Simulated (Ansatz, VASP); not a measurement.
## Two plane-wave programs on BaTiO3

The input INCAR:

```
ALGO = Normal
EDIFF = 1E-7
ENCUT = 520
GGA = PE
ISIF = 2
ISMEAR = 0
LASPH = True
LCHARG = False
LDAU = True
LDAUJ = 0 0 0
LDAUL = -1 2 -1
LDAUPRINT = 1
LDAUTYPE = 2
LDAUU = 0 4 0
LMAXMIX = 4
LREAL = False
LWAVE = False
NBANDS = 28
NELM = 150
PREC = Accurate
SIGMA = 0.05
```

KPOINTS

```
k-points
0
Gamma
  6 6 6
```

The input POSCAR:

```
BaTiO3
1.0
    4.0082194746      0.0000000000      0.0000000000
    0.0000000000      2.9307471015      2.8859183788
    0.0000000000     -2.9307471015      2.8859183788
Ba Ti O
1 1 3
Direct
    0.0000000000      0.0080771845      0.0080771845
    0.5000000000      0.5197092871      0.5197092871
    0.0000000000      0.4916268390      0.4916268390
    0.5000000000      0.4938075372      0.9829991522
    0.5000000000      0.9829991522      0.4938075372
```

Input for Ansatz:

```yaml
crystal:
  lattice:
    - [4.0082194746, 0.0, 0.0]
    - [0.0, 2.9307471015, 2.8859183788]
    - [0.0, -2.9307471015, 2.8859183788]
  atoms:
    - { symbol: Ba, position: [0.0, 0.0080771845, 0.0080771845] }
    - { symbol: Ti, position: [0.5, 0.5197092871, 0.5197092871] }
    - { symbol: O, position: [0.0, 0.491626839, 0.491626839] }
    - { symbol: O, position: [0.5, 0.4938075372, 0.9829991522] }
    - { symbol: O, position: [0.5, 0.9829991522, 0.4938075372] }
basis:
  ecutwfc: 420
kpoints:
  mp_grid: { grid: [6, 6, 6] }
hamiltonian:
  xc: pbe
  hubbard: { sites: [{ species: Ti, l: d, u_eff: 4.0 }] }
scf:
  occupations: { method: gaussian, width: 0.05 }
output:
  forces: true
  stress: true
  eigenvalues: true
```

Change from the starting cell: strain +0.0200 x Voigt [0, 1, 0, 0, 0, 0], atoms carried along.

Alike in both runs: task single point; functional PBE; k mesh 6 × 6 × 6; occupations gaussian, width 0.05 eV; no spin polarisation; Hubbard terms Ti d U = 4.0 eV.

|  | VASP | Ansatz |
| --- | --- | --- |
| version | VASP 6.6.1 | Ansatz 0.2.0 |
| potentials or method | VASP PAW PBE potentials, release 64 (Ba_sv, Ti_sv, O), cutoff 520 eV | scalar-relativistic, plane waves, PAW |
| valence electrons in the cell | 40 | 40 |

|  | VASP | Ansatz | Ansatz less VASP |
| --- | --- | --- | --- |
| gap on the k mesh at the Fermi level (eV) | 2.45 | 2.46 | +0.006 |
| least direct gap on the mesh (eV) | 2.92 | 2.91 | -0.011 |
| pressure (GPa) | 0.2 | -3.0 | -3.22 |
| traceless stress, the component that is largest in VASP (GPa) | -2.56 | -2.72 | -0.165 |
| rms of the force components (eV/Å) | 0.115 | 0.094 | -0.0214 |

The programs project onto different local orbitals, so the same U acts differently, and such runs can settle in different states. Atom by atom the forces differ by 0.204 eV/Å (rms over components).

Neither program's run includes spin-orbit coupling.
